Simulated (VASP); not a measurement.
# WSe2 (P6_3/mmc) in VASP: single point with r2SCAN

Aim: the single point of WSe2 with r2SCAN.

Program: VASP 6.6.1. These are calculated values, not measurements. Logs are shortened: lines on timing, memory, paths and dates and some standing lists are left out, and cuts for length are marked.

**1. The cell of the first run**

Symmetry: P6_3/mmc, No. 194, hexagonal system. The conventional cell has a = 3.315 Å, b = 3.315 Å, c = 13.712 Å, α = 90.00°, β = 90.00°, γ = 120.00°. W (site symmetry -6m2) has 6 Se at 2.53 Å within 3.3 Å. Se (site symmetry 3m) has 3 W at 2.53 Å within 3.3 Å.

**2. Single point, r2SCAN**

File POSCAR:

```
WSe2
1.0
    3.3151594445      0.0000000000      0.0000000000
   -1.6575797222      2.8710122966      0.0000000000
    0.0000000000      0.0000000000     13.7115905297
W Se
2 4
Direct
    0.3333333333      0.6666666667      0.2500000000
    0.6666666667      0.3333333333      0.7500000000
    0.3333333333      0.6666666667      0.6288162074
    0.6666666667      0.3333333333      0.1288162074
    0.3333333333      0.6666666667      0.8711837926
    0.6666666667      0.3333333333      0.3711837926
```

File INCAR.step1:

```
SYSTEM = WSe2
PREC = Accurate
ENCUT = 520
ISMEAR = 0
SIGMA = 0.02
LREAL = .False.
LASPH = .True.
NELM = 60
NBANDS = 35
GGA = PE
ALGO = Normal
EDIFF = 1E-4
LWAVE = .True.
LCHARG = .False.
```

File INCAR.step2:

```
SYSTEM = WSe2
PREC = Accurate
ENCUT = 520
EDIFF = 1E-6
ISMEAR = 0
SIGMA = 0.02
LREAL = .False.
LASPH = .True.
NELM = 60
ALGO = Normal
ISIF = 2
LWAVE = .False.
LCHARG = .False.
METAGGA = R2SCAN
LMIXTAU = .True.
NBANDS = 35
ISTART = 1
```

File KPOINTS:

```
regular mesh
0
Gamma
  9 9 2
  0 0 0
```

Potentials or basis: VASP PAW PBE potentials, release 64 (W_sv, Se).

Run with:

```bash
$ cat potpaw_PBE.64/W_sv/POTCAR potpaw_PBE.64/Se/POTCAR > POTCAR
$ cp INCAR.step1 INCAR
$ mpirun -np 1 vasp_std > vasp.out
$ cp INCAR.step2 INCAR
$ mpirun -np 1 vasp_std > vasp.out
```

OUTCAR:

```text
SYSTEM = WSe2
   PREC = Accurate
   ENCUT = 520
   EDIFF = 1E-6
   ISMEAR = 0
   LREAL = .False.
   LASPH = .True.
   NELM = 60
   ISIF = 2
   METAGGA = R2SCAN
   ISTART = 1

 ion  position               nearest neighbor table
   1  0.333  0.667  0.250-   4 2.53   6 2.53   4 2.53   6 2.53   4 2.53   6 2.53
   2  0.667  0.333  0.750-   3 2.53   5 2.53   3 2.53   5 2.53   3 2.53   5 2.53
   3  0.333  0.667  0.629-   2 2.53   2 2.53   2 2.53
   4  0.667  0.333  0.129-   1 2.53   1 2.53   1 2.53
   5  0.333  0.667  0.871-   2 2.53   2 2.53   2 2.53
   6  0.667  0.333  0.371-   1 2.53   1 2.53   1 2.53

  LATTYP: Found a hexagonal cell.
 ALAT       =     3.3151594445
 C/A-ratio  =     4.1360274699

  Lattice vectors:

 A1 = (   3.3151594445,   0.0000000000,   0.0000000000)
 A2 = (  -1.6575797222,   2.8710122966,   0.0000000000)
 A3 = (   0.0000000000,   0.0000000000,  13.7115905297)

Analysis of symmetry for initial positions (statically):
=====================================================================
 Subroutine PRICEL returns:
 Original cell was already a primitive cell.

 Routine SETGRP: Setting up the symmetry group for a
 hexagonal supercell.

 Subroutine GETGRP returns: Found 24 space group operations
 (whereof 12 operations were pure point group operations)
 out of a pool of 24 trial point group operations.

The static configuration has the point symmetry D_3d.
 The point group associated with its full space group is D_6h.

Analysis of symmetry for dynamics (positions and initial velocities):
=====================================================================
 Subroutine PRICEL returns:
 Original cell was already a primitive cell.

 Routine SETGRP: Setting up the symmetry group for a
 hexagonal supercell.

 Subroutine GETGRP returns: Found 24 space group operations
 (whereof 12 operations were pure point group operations)
 out of a pool of 24 trial point group operations.

The dynamic configuration has the point symmetry D_3d.
 The point group associated with its full space group is D_6h.

 Subroutine INISYM returns: Found 24 space group operations
 (whereof 12 operations are pure point group operations),
 and found     1 'primitive' translations

----------------------------------------------------------------------------------------

                                     Primitive cell

  volume of cell :     130.5050

  direct lattice vectors                    reciprocal lattice vectors
     3.315159444  0.000000000  0.000000000     0.301644617  0.174154601  0.000000000
    -1.657579722  2.871012297  0.000000000     0.000000000  0.348309201  0.000000000
     0.000000000  0.000000000 13.711590530     0.000000000  0.000000000  0.072930999

  length of vectors
     3.315159444  3.315159445 13.711590530     0.348309201  0.348309201  0.072930999

  position of ions in fractional coordinates (direct lattice)
     0.333333333  0.666666667  0.250000000
     0.666666667  0.333333333  0.750000000
     0.333333333  0.666666667  0.628816207
     0.666666667  0.333333333  0.128816207
     0.333333333  0.666666667  0.871183793
     0.666666667  0.333333333  0.371183793

  ion indices of the primitive-cell ions
   primitive index   ion index
                 1           1
                 2           2
                 3           3
                 4           4
                 5           5
                 6           6

----------------------------------------------------------------------------------------

 KPOINTS: regular mesh

Automatic generation of k-mesh.
 Grid dimensions read from file:
 generate k-points for:    9    9    2

 Generating k-lattice:

  Cartesian coordinates                     Fractional coordinates (reciprocal lattice)
     0.033516069  0.019350511  0.000000000     0.111111111  0.000000000  0.000000000
     0.000000000  0.038701022  0.000000000     0.000000000  0.111111111  0.000000000
     0.000000000  0.000000000  0.036465500     0.000000000  0.000000000  0.500000000

  Length of vectors
     0.038701022  0.038701022  0.036465500

  Shift w.r.t. Gamma in fractional coordinates (k-lattice)
     0.000000000  0.000000000  0.000000000

 Subroutine IBZKPT returns following result:
 ===========================================

 Found     24 irreducible k-points:

 Following reciprocal coordinates:
            Coordinates               Weight
  0.000000  0.000000  0.000000      1.000000
  0.111111  0.000000  0.000000      6.000000
  0.222222 -0.000000  0.000000      6.000000
  0.333333  0.000000  0.000000      6.000000
  0.444444 -0.000000  0.000000      6.000000
  0.111111  0.111111  0.000000      6.000000
[... 16 lines left out ...]
  0.333333  0.222222  0.500000     12.000000
  0.333333  0.333333  0.500000      2.000000
   k-points           NKPTS =     24   k-points in BZ     NKDIM =     24   number of bands    NBANDS=     35
   number of dos      NEDOS =    301   number of ions     NIONS =      6
   total plane-waves  NPLWV =  84672
   dimension x,y,z NGX =    28 NGY =   28 NGZ =  108
   dimension x,y,z NGXF=    56 NGYF=   56 NGZF=  216
   ions per type =               2   4
   NGX,Y,Z   is equivalent  to a cutoff of  14.04, 14.04, 13.09 a.u.
   NGXF,Y,Z  is equivalent  to a cutoff of  28.08, 28.08, 26.19 a.u.
 SYSTEM =  WSe2
   PREC   = accura    normal or accurate (medium, high low for compatibility)
   ISTART =      1    job   : 0-new  1-cont  2-samecut
   ICHARG =      0    charge: 1-file 2-atom 10-const
   ISPIN  =      1    spin polarized calculation?
   LNONCOLLINEAR =      F non collinear calculations
   LSORBIT =      F    spin-orbit coupling
   LASPH  =      T    aspherical Exc in radial PAW
   ENCUT  =  520.0 eV  38.22 Ry    6.18 a.u.   6.16  6.16 25.49*2*pi/ulx,y,z
   NELM   =     60;   NELMIN=  2; NELMDL=  0     # of ELM steps
   EDIFF  = 0.1E-05   stopping-criterion for ELM
   LREAL  =      F    real-space projection
   EDIFFG = 0.1E-04   stopping-criterion for IOM
   NSW    =      0    number of steps for IOM
   IBRION =     -1    ionic relax: 0-MD 1-quasi-New 2-CG
   NFREE  =      0    steps in history (QN), initial steepest desc. (CG)
   ISIF   =      2    stress and relaxation
   ISYM   =      2    0-nonsym 1-usesym 2-fastsym
   POTIM  = 0.5000    time-step for ionic-motion
   TEBEG  =    0.0;   TEEND  =   0.0 temperature during run
   PSTRESS=    0.0 pullay stress
   NELECT =      52.0000    total number of electrons
   NUPDOWN=      -1.0000    fix difference up-down
   EMIN   =  10.00;   EMAX   =-10.00  energy-range for DOS
   EFERMI =   0.00;   METHOD = LEGACY
   ISMEAR =     0;   SIGMA  =   0.02  broadening in eV -4-tet -1-fermi 0-gaus
   EFERMI_NEDOS =   21; number of points for ismear=-14 and -15
   IALGO  =     38    algorithm
   IMIX   =      4    mixing-type and parameters
     AMIX     =   0.40;   BMIX     =  1.00
     AMIX_MAG =   1.60;   BMIX_MAG =  1.00
  volume/ion in A,a.u.               =      21.75       146.78
  Fermi-wavevector in a.u.,A,eV,Ry     =   1.204667  2.276490 19.745066  1.451221
  Thomas-Fermi vector in A             =   2.340385
   LORBIT       =      0    0 simple, 1 ext, 2 COOP (PROOUT), +10 PAW based schemes
   METAGGA = R2SCAN    functional components
   LHFCALC =     F    Hartree Fock is set to
   AEXX    =    0.0000 exact exchange contribution
   IVDW    =     0    specifies the selected vdW correction
   LEPSILON=     F    determine dielectric tensor
   LRPA    =     F    only Hartree local field effects (RPA)
 non-spin polarized calculation
 Gauss-broadening in eV      SIGMA  =   0.02
  energy-cutoff  :      520.00
  volume of cell :      130.51
 maximum number of plane-waves:      3534
 NGX is ok and might be reduce to    28
   NGX = 13   NGY = 13   NGZ = 51

 number of electron      51.9999998 magnetization

 Free energy of the ion-electron system (eV)
  ---------------------------------------------------
  ext. energy  EPLUGINS =         0.00000000
  ---------------------------------------------------
  free energy    TOTEN  =      -163.59305591 eV

  energy without entropy =     -163.59305591  energy(sigma->0) =     -163.59305591

 E-fermi :   5.3459     XC(G=0): -10.9053

 val. band max:        5.2114761621   @ k =   0.0000   0.0000   0.0000
 cond. band min:       6.6289232674   @ k =   0.3333   0.3333   0.0000
 fundamental gap:      1.4174471053
 Fermi energy:         5.3459036584

 k-point     1 :       0.0000    0.0000    0.0000
  band No.  band energies     occupation
      1     -71.0160      2.00000
      2     -71.0160      2.00000
      3     -34.5942      2.00000
      4     -34.5942      2.00000
      5     -34.4915      2.00000
      6     -34.4915      2.00000
[... 27 lines left out ...]
     34       8.2965      0.00000
     35      10.1200      0.00000

 k-point     2 :       0.1111    0.0000    0.0000
  band No.  band energies     occupation
      1     -71.0148      2.00000
      2     -71.0147      2.00000
      3     -34.5889      2.00000
      4     -34.5889      2.00000
      5     -34.5189      2.00000
      6     -34.5189      2.00000
[... 27 lines left out ...]
     34       8.4129      0.00000
     35      11.0158      0.00000

 k-point     3 :       0.2222   -0.0000    0.0000
  band No.  band energies     occupation
      1     -71.0116      2.00000
      2     -71.0116      2.00000
      3     -34.5876      2.00000
      4     -34.5876      2.00000
      5     -34.5754      2.00000
      6     -34.5754      2.00000
[... 27 lines left out ...]
     34       9.0442      0.00000
     35      11.8973      0.00000
[... 723 lines left out ...]
 k-point    23 :       0.3333    0.2222    0.5000
  band No.  band energies     occupation
      1     -71.0046      2.00000
      2     -71.0046      2.00000
      3     -34.6872      2.00000
      4     -34.6872      2.00000
      5     -34.5998      2.00000
      6     -34.5998      2.00000
[... 27 lines left out ...]
     34       9.8307      0.00000
     35      11.1439      0.00000

 k-point    24 :       0.3333    0.3333    0.5000
  band No.  band energies     occupation
      1     -71.0040      2.00000
      2     -71.0040      2.00000
      3     -34.6641      2.00000
      4     -34.6641      2.00000
      5     -34.6396      2.00000
      6     -34.6396      2.00000
[... 27 lines left out ...]
     34      10.0241      0.00000
     35      11.5979      0.00000

------------------------ aborting loop because EDIFF is reached ----------------------------------------

  FORCE on cell =-STRESS in cart. coord.  units (eV):
  Direction    XX          YY          ZZ          XY          YZ          ZX
  --------------------------------------------------------------------------------------
  -------------------------------------------------------------------------------------
  Total        0.2398772      0.2398772      0.2874666      0.0000000      0.0000000      0.0000000
  in kB        2.9449114      2.9449114      3.5291542      0.0000000      0.0000000      0.0000000
  external PRESSURE =       3.1396590 kB  Pullay stress =       0.0000000 kB

 VOLUME and BASIS-vectors are now :
 -----------------------------------------------------------------------------
  energy-cutoff  :      520.00
  volume of cell :      130.51
      direct lattice vectors                 reciprocal lattice vectors
     3.315159444  0.000000000  0.000000000     0.301644617  0.174154601  0.000000000
    -1.657579722  2.871012297  0.000000000     0.000000000  0.348309201  0.000000000
     0.000000000  0.000000000 13.711590530     0.000000000  0.000000000  0.072930999

 POSITION                                       TOTAL-FORCE (eV/Angst)
 -----------------------------------------------------------------------------------
     -0.00000      1.91401      3.42790         0.000000     -0.000000      0.000000
      1.65758      0.95700     10.28369        -0.000000      0.000000      0.000000
     -0.00000      1.91401      8.62207        -0.000000     -0.000000     -0.043661
      1.65758      0.95700      1.76628         0.000000      0.000000     -0.043661
     -0.00000      1.91401     11.94532        -0.000000      0.000000      0.043661
      1.65758      0.95700      5.08952         0.000000      0.000000      0.043661
 -----------------------------------------------------------------------------------
    total drift:                               -0.000000      0.000000     -0.000000

  FREE ENERGIE OF THE ION-ELECTRON SYSTEM (eV)
  ---------------------------------------------------
  free  energy   TOTEN  =      -163.5930559065 eV

  energy  without entropy=     -163.5930559065  energy(sigma->0) =     -163.59305591
```

Run time: 7.1 min. Hardware: 1 thread of Intel Xeon Platinum 8259CL at 2.50GHz (Skylake/Cascade Lake), shared host; peak memory 0.35 GiB.

What came out:

| Item | Value |
| --- | --- |
| Free energy | -163.5931 eV |
| Pressure | 0.3 GPa |
| Largest force | 0.044 eV/Å |
| Band gap on the k mesh | 1.42 eV, indirect (least direct gap 1.58 eV) |

Forces on the atoms (eV/Å):
```
W    0.000  0.000  0.000
W    0.000  0.000  0.000
Se   0.000  0.000 -0.044
Se   0.000  0.000 -0.044
Se   0.000  0.000  0.044
Se   0.000  0.000  0.044
```

Caveat: the PAW data sets were made with another functional, which shifts forces and pressure a little; spin-orbit coupling is left out, which moves the levels of the heavy elements.
